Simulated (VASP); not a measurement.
A run of VASP 6.6.1 is set up as follows.

File INCAR:

```
SYSTEM = SrTe
ALGO     = Normal         ! electronic algorithm
EDIFF    = 1E-6           ! SCF threshold, eV
ENCUT    = 500            ! plane-wave cutoff, eV
GGA      = PE             ! functional
GGA_COMPAT= .False.      
ISIF     = 2              ! what is computed and relaxed
ISMEAR   = 0              ! smearing method
LASPH    = .True.         ! aspherical terms in the spheres
LCHARG   = .True.         ! write CHGCAR
LELF     = .True.         ! ELF
LREAL    = .False.        ! projectors in reciprocal space
LVHAR    = .True.       
LWAVE    = .False.        ! write WAVECAR
NBANDS   = 15             ! bands
NELM     = 120            ! most SCF steps
PREC     = Accurate       ! precision mode
SIGMA    = 0.01           ! smearing width, eV
```

Contents of KPOINTS:

```
k-points
0
Gamma
  4 4 4
  0 0 0
```

Contents of POSCAR:

```
SrTe
1.0
    0.0000000000      3.4198133696      3.4198133696
    3.4198133696      0.0000000000      3.4198133696
    3.4198133696      3.4198133696      0.0000000000
Sr Te
1 1
Direct
    0.0000000000      0.0000000000      0.0000000000
    0.5000000000      0.5000000000      0.5000000000
```

Potentials or basis: VASP PAW PBE potentials, release 64 (Sr_sv, Te).

Launch:

```bash
$ cat potpaw_PBE.64/Sr_sv/POTCAR potpaw_PBE.64/Te/POTCAR > POTCAR
$ mpirun -np 1 vasp_std > vasp.out
```

(1) Estimate the pressure.

(2) What does it give for the band gap on the k mesh?

Results:

(1) -1.4 GPa.

(2) 1.88 eV, indirect (least direct gap 2.51 eV).

Caveat: the cell differs from its parent crystal (strain +2.0%); spin-orbit coupling is left out, which moves the levels of the heavy elements.
